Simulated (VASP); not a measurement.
Runs of VASP 6.6.1 on AgBr. The structure is that of space group Fm-3m (No. 225), or close to it. The cells are those of the table. 

```tsv
level	cell	cutoff (eV)	gap on the mesh (eV)	pressure (GPa)
r2SCAN	a = 4.009, b = 4.008, c = 5.666 Å, 4 atoms	550	1.25	3.2
r2SCAN	a = 4.092, b = 4.092, c = 5.784 Å, 4 atoms	550	1.24	-0.1
PBE	a = 4.133, b = 4.132, c = 5.840 Å, 4 atoms	500	0.69	-0.1
PBE	a = 4.048, b = 4.047, c = 5.720 Å, 4 atoms	500	0.67	(a)
r2SCAN	a = 4.051, b = 4.051, c = 5.725 Å, 4 atoms	550	1.24	1.4
PBE	a = 4.214, b = 4.213, c = 5.954 Å, 4 atoms	500	(b)	-2.0
PBE	a = 4.174, b = 4.173, c = 5.897 Å, 4 atoms	500	0.70	-1.1
PBE	a = 4.092, b = 4.092, c = 5.784 Å, 4 atoms	500	0.68	1.2
PBE	a = 4.091, b = 4.090, c = 5.781 Å, 4 atoms	500	0.67	1.2
r2SCAN	a = 4.133, b = 4.132, c = 5.841 Å, 4 atoms	550	1.25	-1.3
```

Alike in all rows: task single point; potentials or basis VASP PAW PBE potentials, release 64 (Ag, Br); no spin polarisation; k mesh 6 × 6 × 4; smearing gaussian 0.01 eV.

Problem. Fill in the values left out.

Solution. (a) 2.8; (b) 0.72.

Caveats: the PAW data sets were made with another functional, which shifts forces and pressure a little (at least some runs); the cell stands under pressure (at least some runs).

A k mesh can miss the band edges, and the runs leave out spin-orbit coupling on Ag, Br.
